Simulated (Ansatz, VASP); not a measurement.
## MgO in VASP and in Ansatz

File INCAR:

```
  ALGO = Normal
  EDIFF = 1E-6
  EDIFFG = -0.01
  ENCUT = 600
  GGA = PE
  IBRION = 2
  ISIF = 3
  ISMEAR = 0
  LASPH = T
  LCHARG = F
  LREAL = F
  LWAVE = F
  NELM = 60
  NSW = 100
  PREC = Accurate
  SIGMA = 0.02
```

KPOINTS

```
k-points
0
Gamma
  10 10 6
```

Contents of POSCAR:

```
MgO
1.0
    2.8288609874      0.0000000000      0.0000000000
    0.0000000000      2.8288609874      0.0000000000
    0.0000000000      0.0000000000      5.0497063795
Mg O
1 1
Direct
    0.5000000000      0.5000000000      0.0000000000
    0.0000000000      0.0000000000      0.0000000000
```

Input for Ansatz:

```yaml
crystal:
  lattice:
    - [2.8288609874, 0.0, 0.0]
    - [0.0, 2.8288609874, 0.0]
    - [0.0, 0.0, 5.0497063795]
  atoms:
    - { symbol: Mg, position: [0.5, 0.5, 0.0] }
    - { symbol: O, position: [0.0, 0.0, 0.0] }
basis:
  ecutwfc: 420
kpoints:
  mp_grid: { grid: [10, 10, 6] }
hamiltonian:
  xc: pbe
scf:
  occupations: { method: gaussian, width: 0.02 }
output:
  forces: true
  stress: true
  eigenvalues: true
  write_density: true
  write_potential: true
  elf: true
  volumetric_format: npy
relax:
  adjacent_minimum: "off"
  f_tol: 0.01
  max_steps: 80
  cell: { stress_tol: 0.05 }
```

Alike in both runs: task relaxation of cell and atoms; functional PBE; k mesh 10 × 10 × 6; occupations gaussian, width 0.02 eV; no spin polarisation.

```csv
,VASP,Ansatz
version,VASP 6.6.1,Ansatz 0.2.0
potentials or method,"VASP PAW PBE potentials, release 64 (Mg, O), cutoff 600 eV","scalar-relativistic, plane waves, PAW"
valence electrons in the cell,8,16
```

Ansatz gave:

| Property | Result |
| --- | --- |
| gap on the k mesh at the Fermi level, each at its own relaxed structure (eV) | 2.27 |
| relaxed volume (Å³/atom) | 20.21 |
| relaxed cell length with the largest relative difference (Å) | 5.050 |

Task: Which values does VASP return?

Result: gap on the k mesh at the Fermi level, each at its own relaxed structure (eV): 2.15; relaxed volume (Å³/atom): 18.49; relaxed cell length with the largest relative difference (Å): 4.635.

One of these differences is far larger than is usual between the two programs; its cause wasn't traced. VASP's potentials hold 8 valence electrons a cell and Ansatz's 16, so a difference there can come from the potentials and not from the codes.
